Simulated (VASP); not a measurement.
Set up this calculation in VASP 6.6.1, as the native input.

```
Task                   : electric field gradients
Functional             : PBE
Potentials or basis    : VASP PAW PBE potentials, release 64 (Cs_sv, Sn_d, I)
Cutoff                 : 520 eV
k mesh                 : 3 × 3 × 3
Occupations            : gaussian, width 0.01 eV
Spin                   : no spin polarisation
Dipole correction      : no
Further INCAR settings : ALGO = Normal; EDIFF = 1e-08; NBANDS = 55
```

The structure of CsSnI3 lies in POSCAR:

```
CsSnI3
1.0
    0.0000000000      6.2057000000      6.2057000000
    6.2057000000      0.0000000000      6.2057000000
    6.2057000000      6.2057000000      0.0000000000
Cs Sn I
2 2 6
Direct
    0.0000000000      0.0000000000      0.0000000000
    0.5000000000      0.5000000000      0.5000000000
    0.2500000000      0.2500000000      0.2500000000
    0.7500000000      0.7500000000      0.7500000000
    0.5000000000      0.0000000000      0.0000000000
    0.0000000000      0.5000000000      0.5000000000
    0.0000000000      0.5000000000      0.0000000000
    0.5000000000      0.0000000000      0.5000000000
    0.0000000000      0.0000000000      0.5000000000
    0.5000000000      0.5000000000      0.0000000000
```

The input as run:

INCAR

```
SYSTEM = CsSnI3
PREC = Accurate ; ENCUT = 520
EDIFF = 1E-8 ; ISMEAR = 0
SIGMA = 0.01 ; LREAL = .FALSE.
LASPH = .TRUE. ; NELM = 100
ALGO = Normal ; ISIF = 2
LWAVE = .FALSE. ; LCHARG = .FALSE.
GGA = PE ; LEFG = .TRUE.
NBANDS = 55
```

KPOINTS

```
Automatic mesh
0
G
  3 3 3
  0 0 0
```

Potentials or basis: VASP PAW PBE potentials, release 64 (Cs_sv, Sn_d, I).

Command:

```sh
$ cat potpaw_PBE.64/Cs_sv/POTCAR potpaw_PBE.64/Sn_d/POTCAR potpaw_PBE.64/I/POTCAR > POTCAR
$ mpirun -np 1 vasp_std > vasp.out
```

It gave:

The pressure is 0.7 GPa and the band gap on the k mesh is 0.31 eV.

Caveat: without QUAD_EFG the Cq values of the log hold for a quadrupole moment of 1 mb, not for the nuclei; spin-orbit coupling is left out, which moves the levels of the heavy elements.

It took 6.7 min on 1 thread of Intel(R) Xeon(R) Platinum 8259CL CPU @ 2.50GHz (Skylake/Cascade Lake), on a shared host, peak memory 0.75 GiB.
